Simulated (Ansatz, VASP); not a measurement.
**GaH6: VASP beside Ansatz**

INCAR

```
ALGO = Normal
EDIFF = 1E-6
ENCUT = 520
GGA = PE
ISIF = 2
ISMEAR = 0
LASPH = True
LCHARG = False
LREAL = False
LWAVE = False
NBANDS = 18
NELM = 60
PREC = Accurate
SIGMA = 0.1
```

The input KPOINTS:

```
k-points
0
Gamma
  6 6 6
```

File POSCAR:

```
GaH6
1.0
   -2.5584430000      2.5584430000      2.5584430000
    2.5584430000     -2.5584430000      2.5584430000
    2.5584430000      2.5584430000     -2.5584430000
Ga H
1 6
Direct
    0.0000000000      0.0000000000      0.0000000000
    0.5000000000      0.7500000000      0.2500000000
    0.5000000000      0.2500000000      0.7500000000
    0.2500000000      0.5000000000      0.7500000000
    0.7500000000      0.5000000000      0.2500000000
    0.7500000000      0.2500000000      0.5000000000
    0.2500000000      0.7500000000      0.5000000000
```

Input for Ansatz:

```yaml
crystal:
  lattice:
    - [-2.558443, 2.558443, 2.558443]
    - [2.558443, -2.558443, 2.558443]
    - [2.558443, 2.558443, -2.558443]
  atoms:
    - { symbol: Ga, position: [0.0, 0.0, 0.0] }
    - { symbol: H, position: [0.5, 0.75, 0.25] }
    - { symbol: H, position: [0.5, 0.25, 0.75] }
    - { symbol: H, position: [0.25, 0.5, 0.75] }
    - { symbol: H, position: [0.75, 0.5, 0.25] }
    - { symbol: H, position: [0.75, 0.25, 0.5] }
    - { symbol: H, position: [0.25, 0.75, 0.5] }
basis:
  ecutwfc: 420
kpoints:
  mp_grid: { grid: [6, 6, 6] }
hamiltonian:
  xc: pbe
scf:
  occupations: { method: gaussian, width: 0.1 }
  lower_state_search: "off"
output:
  forces: true
  stress: true
  eigenvalues: true
```

Alike in both runs: task single point; functional PBE; k mesh 6 × 6 × 6; occupations gaussian, width 0.1 eV; no spin polarisation.

|  | VASP | Ansatz |
| --- | --- | --- |
| version | VASP 6.6.1 | Ansatz 0.2.0 |
| potentials or method | VASP PAW PBE potentials, release 64 (Ga_d, H), cutoff 520 eV | scalar-relativistic, plane waves, PAW |
| valence electrons in the cell | 19 | 19 |

```csv
,VASP,Ansatz,Ansatz less VASP
gap on the k mesh at the Fermi level (eV),none,none,-
pressure (GPa),-13.0,-12.9,+0.11
```

A gap of «none» marks a metal or a gap that the smearing closes.
